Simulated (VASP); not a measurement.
# RbAl4H5 (I4/mmm) in VASP: single point with PBE

Aim: the single point of RbAl4H5 with PBE.

All numbers are computed with VASP 6.6.1; they aren't measurements. Logs are shortened: lines on timing, memory, paths and dates and some standing lists are left out, and cuts for length are marked.

## Step 1: The cell of the first run

It takes space group I4/mmm (No. 139, tetragonal). The conventional cell has a = 8.173 Å, b = 8.173 Å, c = 5.202 Å, α = 90.00°, β = 90.00°, γ = 90.00°. Within 3.4 Å of Rb (site symmetry 4/mmm) lie 10 H at 2.60 to 3.09 Å and 8 Al at 3.17 Å. Within 3.2 Å of Al (site symmetry 2/m) lie 6 H at 2.45 to 3.17 Å and 2 Al at 2.60 Å and 2 Rb at 3.17 Å. Within 2.2 Å of H (site symmetry m2m) lie 1 H at 1.68 Å. H (site symmetry 4/mmm) has 4 H at 1.68 Å within 2.2 Å.

The cell was built from a structure type or drawn by symmetry, and may not be a known phase.

## Step 2: Single point, PBE

The input, INCAR:

```
PREC = Accurate
ENCUT = 520
EDIFF = 1E-6
ISMEAR = 0
SIGMA = 0.1
LREAL = F
LASPH = T
NELM = 100
ALGO = Fast
ISIF = 2
LWAVE = F
LCHARG = T
GGA = PE
LELF = T
LVHAR = T
NBANDS = 24
```

The input, KPOINTS:

```
Automatic mesh
0
Gamma
  10 10 10
```

The input, POSCAR:

```
RbAl4H5
1.0
   -4.0865151590      4.0865151590      2.6008181193
    4.0865151590     -4.0865151590      2.6008181193
    4.0865151590      4.0865151590     -2.6008181193
Rb Al H
1 4 5
Direct
    0.0000000000      0.0000000000      0.0000000000
    0.5000000000      0.5000000000      0.5000000000
    0.0000000000      0.0000000000      0.5000000000
    0.5000000000      0.0000000000      0.0000000000
    0.0000000000      0.5000000000      0.0000000000
    0.5000000000      0.7051594604      0.2051594604
    0.5000000000      0.2948405396      0.7948405396
    0.7051594604      0.5000000000      0.2051594604
    0.2948405396      0.5000000000      0.7948405396
    0.5000000000      0.5000000000      0.0000000000
```

Potentials or basis: VASP PAW PBE potentials, release 64 (Rb_sv, Al, H).

The run is started by

```console
$ cat potpaw_PBE.64/Rb_sv/POTCAR potpaw_PBE.64/Al/POTCAR potpaw_PBE.64/H/POTCAR > POTCAR
$ mpirun -np 1 vasp_std > vasp.out
```

OUTCAR:

```text
PREC = Accurate
   ENCUT = 520
   EDIFF = 1E-6
   ISMEAR = 0
   LREAL = F
   LASPH = T
   NELM = 100
   ISIF = 2
   GGA = PE

 ion  position               nearest neighbor table
   1  0.000  0.000  0.000-  10 2.60  10 2.60   7 3.09   9 3.09   8 3.09   8 3.09   6 3.09   7 3.09
                             9 3.09   6 3.09   5 3.17   5 3.17   4 3.17   2 3.17   3 3.17   4 3.17
   2  0.500  0.500  0.500-   3 2.60   3 2.60   1 3.17   1 3.17
   3  0.000  0.000  0.500-   2 2.60   2 2.60   1 3.17   1 3.17
   4  0.500  0.000  0.000-   5 2.60   5 2.60   1 3.17   1 3.17
   5  0.000  0.500  0.000-   4 2.60   4 2.60   1 3.17   1 3.17
   6  0.500  0.705  0.205-   1 3.09   1 3.09
   7  0.500  0.295  0.795-   1 3.09   1 3.09
   8  0.705  0.500  0.205-   1 3.09   1 3.09
   9  0.295  0.500  0.795-   1 3.09   1 3.09
  10  0.500  0.500  0.000-   1 2.60   1 2.60

  LATTYP: Found a body centered tetragonal cell.
 ALAT       =     8.1730303180
 C/A-ratio  =     0.6364391219

  Lattice vectors:

 A1 = (  -4.0865151590,   4.0865151590,   2.6008181193)
 A2 = (   4.0865151590,  -4.0865151590,   2.6008181193)
 A3 = (   4.0865151590,   4.0865151590,  -2.6008181193)

Analysis of symmetry for initial positions (statically):
=====================================================================
 Subroutine PRICEL returns:
 Original cell was already a primitive cell.

 Routine SETGRP: Setting up the symmetry group for a
 body centered tetragonal supercell.

 Subroutine GETGRP returns: Found 16 space group operations
 (whereof 16 operations were pure point group operations)
 out of a pool of 16 trial point group operations.

The static configuration has the point symmetry D_4h.

Analysis of symmetry for dynamics (positions and initial velocities):
=====================================================================
 Subroutine PRICEL returns:
 Original cell was already a primitive cell.

 Routine SETGRP: Setting up the symmetry group for a
 body centered tetragonal supercell.

 Subroutine GETGRP returns: Found 16 space group operations
 (whereof 16 operations were pure point group operations)
 out of a pool of 16 trial point group operations.

The dynamic configuration has the point symmetry D_4h.

 Subroutine INISYM returns: Found 16 space group operations
 (whereof 16 operations are pure point group operations),
 and found     1 'primitive' translations

----------------------------------------------------------------------------------------

                                     Primitive cell

  volume of cell :     173.7306

  direct lattice vectors                    reciprocal lattice vectors
    -4.086515159  4.086515159  2.600818119     0.000000000  0.122353639  0.192247200
     4.086515159 -4.086515159  2.600818119     0.122353639  0.000000000  0.192247200
     4.086515159  4.086515159 -2.600818119     0.122353639  0.122353639  0.000000000

  length of vectors
     6.337465359  6.337465359  6.337465359     0.227880229  0.227880229  0.173034175

  position of ions in fractional coordinates (direct lattice)
     0.000000000  0.000000000  0.000000000
     0.500000000  0.500000000  0.500000000
     1.000000000  1.000000000  0.500000000
     0.500000000  0.000000000  0.000000000
     0.000000000  0.500000000  0.000000000
     0.500000000  0.705159460  0.205159460
     0.500000000  0.294840540  0.794840540
     0.705159460  0.500000000  0.205159460
     0.294840540  0.500000000  0.794840540
     0.500000000  0.500000000  0.000000000

  ion indices of the primitive-cell ions
   primitive index   ion index
                 1           1
                 2           2
                 3           3
                 4           4
                 5           5
                 6           6
                 7           7
                 8           8
                 9           9
                10          10

----------------------------------------------------------------------------------------

 KPOINTS: Automatic mesh

Automatic generation of k-mesh.
 Grid dimensions read from file:
 generate k-points for:   10   10   10

 Generating k-lattice:

  Cartesian coordinates                     Fractional coordinates (reciprocal lattice)
     0.000000000  0.012235364  0.019224720     0.100000000  0.000000000 -0.000000000
     0.012235364  0.000000000  0.019224720     0.000000000  0.100000000 -0.000000000
     0.012235364  0.012235364  0.000000000     0.000000000  0.000000000  0.100000000

  Length of vectors
     0.022788023  0.022788023  0.017303418

  Shift w.r.t. Gamma in fractional coordinates (k-lattice)
     0.000000000  0.000000000  0.000000000

 Subroutine IBZKPT returns following result:
 ===========================================

 Found    102 irreducible k-points:

 Following reciprocal coordinates:
            Coordinates               Weight
  0.000000  0.000000  0.000000      1.000000
  0.100000 -0.000000  0.000000      8.000000
  0.200000 -0.000000  0.000000      8.000000
  0.300000  0.000000  0.000000      8.000000
  0.400000 -0.000000  0.000000      8.000000
  0.500000  0.000000  0.000000      4.000000
[... 16 lines left out ...]
  0.300000  0.300000 -0.000000      8.000000
  0.400000  0.300000  0.000000     16.000000
 [... further k-points ...]
   k-points           NKPTS =    102   k-points in BZ     NKDIM =    102   number of bands    NBANDS=     24
   number of dos      NEDOS =    301   number of ions     NIONS =     10
   total plane-waves  NPLWV = 110592
   dimension x,y,z NGX =    48 NGY =   48 NGZ =   48
   dimension x,y,z NGXF=    96 NGYF=   96 NGZF=   96
   ions per type =               1   4   5
   NGX,Y,Z   is equivalent  to a cutoff of  12.59, 12.59, 12.59 a.u.
   NGXF,Y,Z  is equivalent  to a cutoff of  25.18, 25.18, 25.18 a.u.
 SYSTEM =  unknown system
   PREC   = accura    normal or accurate (medium, high low for compatibility)
   ISTART =      0    job   : 0-new  1-cont  2-samecut
   ICHARG =      2    charge: 1-file 2-atom 10-const
   ISPIN  =      1    spin polarized calculation?
   LNONCOLLINEAR =      F non collinear calculations
   LSORBIT =      F    spin-orbit coupling
   LASPH  =      T    aspherical Exc in radial PAW
   ENCUT  =  520.0 eV  38.22 Ry    6.18 a.u.  11.78 11.78 11.78*2*pi/ulx,y,z
   NELM   =    100;   NELMIN=  2; NELMDL= -5     # of ELM steps
   EDIFF  = 0.1E-05   stopping-criterion for ELM
   LREAL  =      F    real-space projection
   EDIFFG = 0.1E-04   stopping-criterion for IOM
   NSW    =      0    number of steps for IOM
   IBRION =     -1    ionic relax: 0-MD 1-quasi-New 2-CG
   NFREE  =      0    steps in history (QN), initial steepest desc. (CG)
   ISIF   =      2    stress and relaxation
   ISYM   =      2    0-nonsym 1-usesym 2-fastsym
   POTIM  = 0.5000    time-step for ionic-motion
   TEBEG  =    0.0;   TEEND  =   0.0 temperature during run
   PSTRESS=    0.0 pullay stress
   NELECT =      26.0000    total number of electrons
   NUPDOWN=      -1.0000    fix difference up-down
   EMIN   =  10.00;   EMAX   =-10.00  energy-range for DOS
   EFERMI =   0.00;   METHOD = LEGACY
   ISMEAR =     0;   SIGMA  =   0.10  broadening in eV -4-tet -1-fermi 0-gaus
   EFERMI_NEDOS =   21; number of points for ismear=-14 and -15
   IALGO  =     68    algorithm
   IMIX   =      4    mixing-type and parameters
     AMIX     =   0.40;   BMIX     =  1.00
     AMIX_MAG =   1.60;   BMIX_MAG =  1.00
  volume/ion in A,a.u.               =      17.37       117.24
  Fermi-wavevector in a.u.,A,eV,Ry     =   0.869175  1.642503 10.278727  0.755465
  Thomas-Fermi vector in A             =   1.987959
   LORBIT       =      0    0 simple, 1 ext, 2 COOP (PROOUT), +10 PAW based schemes
   GGA     = PE    functional components
   LHFCALC =     F    Hartree Fock is set to
   AEXX    =    0.0000 exact exchange contribution
   IVDW    =     0    specifies the selected vdW correction
   LEPSILON=     F    determine dielectric tensor
   LRPA    =     F    only Hartree local field effects (RPA)
 non-spin polarized calculation
 RMM-DIIS sequential band-by-band and
 Gauss-broadening in eV      SIGMA  =   0.10
  energy-cutoff  :      520.00
  volume of cell :      173.73
 maximum number of plane-waves:      4703
   NGX = 23   NGY = 23   NGZ = 23

 number of electron      26.0000001 magnetization

 Free energy of the ion-electron system (eV)
  ---------------------------------------------------
  ext. energy  EPLUGINS =         0.00000000
  ---------------------------------------------------
  free energy    TOTEN  =       -24.58971858 eV

  energy without entropy =      -24.56767896  energy(sigma->0) =      -24.57869877

 E-fermi :   2.7378     XC(G=0):  -8.1075

 val. band max:        2.7312606843   @ k =   0.3000   0.2000   0.0000
 cond. band min:       2.7418844367   @ k =  -0.3000   0.3000   0.0000
 fundamental gap:      0.0106237524
 Fermi energy:         2.7378451925

 k-point     1 :       0.0000    0.0000    0.0000
  band No.  band energies     occupation
      1     -24.6940      2.00000
      2      -9.1450      2.00000
      3      -9.1450      2.00000
      4      -8.9668      2.00000
      5      -6.1418      2.00000
      6      -3.3504      2.00000
[... 16 lines left out ...]
     23       7.5047      0.00000
     24       7.6446      0.00000

 k-point     2 :       0.1000   -0.0000    0.0000
  band No.  band energies     occupation
      1     -24.6937      2.00000
      2      -9.1467      2.00000
      3      -9.1460      2.00000
      4      -8.9993      2.00000
      5      -6.0416      2.00000
      6      -3.3535      2.00000
[... 16 lines left out ...]
     23       7.3161      0.00000
     24       7.3689      0.00000

 k-point     3 :       0.2000   -0.0000    0.0000
  band No.  band energies     occupation
      1     -24.6930      2.00000
      2      -9.1536      2.00000
      3      -9.1488      2.00000
      4      -9.0755      2.00000
      5      -5.7644      2.00000
      6      -3.3718      2.00000
[... 16 lines left out ...]
     23       7.0055      0.00000
     24       7.3315      0.00000

 k-point     4 :       0.3000    0.0000    0.0000
  band No.  band energies     occupation
      1     -24.6920      2.00000
      2      -9.1891      2.00000
      3      -9.1519      2.00000
      4      -9.1325      2.00000
      5      -5.3658      2.00000
      6      -3.4133      2.00000
[... 16 lines left out ...]
     23       7.4112      0.00000
     24       7.4707      0.00000

 k-point     5 :       0.4000   -0.0000    0.0000
  band No.  band energies     occupation
      1     -24.6913      2.00000
      2      -9.2472      2.00000
      3      -9.1542      2.00000
      4      -9.1428      2.00000
      5      -4.9266      2.00000
      6      -3.5494      2.00000
[... 451 lines left out ...]
 k-point    22 :      -0.2000    0.2000    0.0000
  band No.  band energies     occupation
      1     -24.6939      2.00000
      2      -9.1810      2.00000
      3      -9.1437      2.00000
      4      -8.9694      2.00000
      5      -5.9826      2.00000
      6      -3.7129      2.00000
[... 16 lines left out ...]
     23       7.0804      0.00000
     24       7.2857      0.00000

 k-point    23 :       0.3000    0.3000   -0.0000
  band No.  band energies     occupation
      1     -24.6912      2.00000
      2      -9.2402      2.00000
      3      -9.1754      2.00000
      4      -9.1474      2.00000
      5      -4.6846      2.00000
      6      -3.7934      2.00000
[... 16 lines left out ...]
     23       7.8092      0.00000
     24       7.9405      0.00000

 k-point    24 :       0.4000    0.3000    0.0000
  band No.  band energies     occupation
      1     -24.6918      2.00000
      2      -9.1997      2.00000
      3      -9.1778      2.00000
      4      -9.1384      2.00000
      5      -4.9723      2.00000
      6      -4.0144      2.00000
[... 16 lines left out ...]
     23       8.1646      0.00000
     24       8.3994      0.00000

 [... further k-points ...]

------------------------ aborting loop because EDIFF is reached ----------------------------------------

  FORCE on cell =-STRESS in cart. coord.  units (eV):
  Direction    XX          YY          ZZ          XY          YZ          ZX
  --------------------------------------------------------------------------------------
  -------------------------------------------------------------------------------------
  Total       -0.0560825     -0.0560825     -0.0424839      0.0000000      0.0000000     -0.0000000
  in kB       -0.5172034     -0.5172034     -0.3917951      0.0000000      0.0000000     -0.0000000
  external PRESSURE =      -0.4754006 kB  Pullay stress =       0.0000000 kB

 VOLUME and BASIS-vectors are now :
 -----------------------------------------------------------------------------
  energy-cutoff  :      520.00
  volume of cell :      173.73
      direct lattice vectors                 reciprocal lattice vectors
    -4.086515159  4.086515159  2.600818119     0.000000000  0.122353639  0.192247200
     4.086515159 -4.086515159  2.600818119     0.122353639  0.000000000  0.192247200
     4.086515159  4.086515159 -2.600818119     0.122353639  0.122353639  0.000000000

 POSITION                                       TOTAL-FORCE (eV/Angst)
 -----------------------------------------------------------------------------------
      0.00000      0.00000      0.00000        -0.000000     -0.000000      0.000000
      2.04326      2.04326      1.30041        -0.000000     -0.000000      0.000000
      2.04326      2.04326     -1.30041         0.000000     -0.000000      0.000000
     -2.04326      2.04326      1.30041        -0.000000     -0.000000     -0.000000
      2.04326     -2.04326      1.30041        -0.000000     -0.000000      0.000000
      1.67677     -0.00000      2.60082        -0.001875     -0.000000      0.000000
      2.40974      4.08652      0.00000         0.001875     -0.000000     -0.000000
     -0.00000      1.67677      2.60082        -0.000000     -0.001875      0.000000
      4.08652      2.40974      0.00000        -0.000000      0.001875     -0.000000
      0.00000      0.00000      2.60082         0.000000     -0.000000     -0.000000
 -----------------------------------------------------------------------------------
    total drift:                                0.000000      0.000000      0.000000

  FREE ENERGIE OF THE ION-ELECTRON SYSTEM (eV)
  ---------------------------------------------------
  free  energy   TOTEN  =       -24.5897185776 eV

  energy  without entropy=      -24.5676789594  energy(sigma->0) =      -24.57869877
```

Run time: 6.7 min. Hardware: 1 thread of AMD EPYC 9R45 (Zen 5), shared host; peak memory 0.55 GiB.

Results:

| Property | Result |
| --- | --- |
| Free energy | -24.5897 eV |
| Pressure | 0.0 GPa |
| Band gap on the k mesh | zero (bands 13 and 14 overlap by 1.74 eV) |
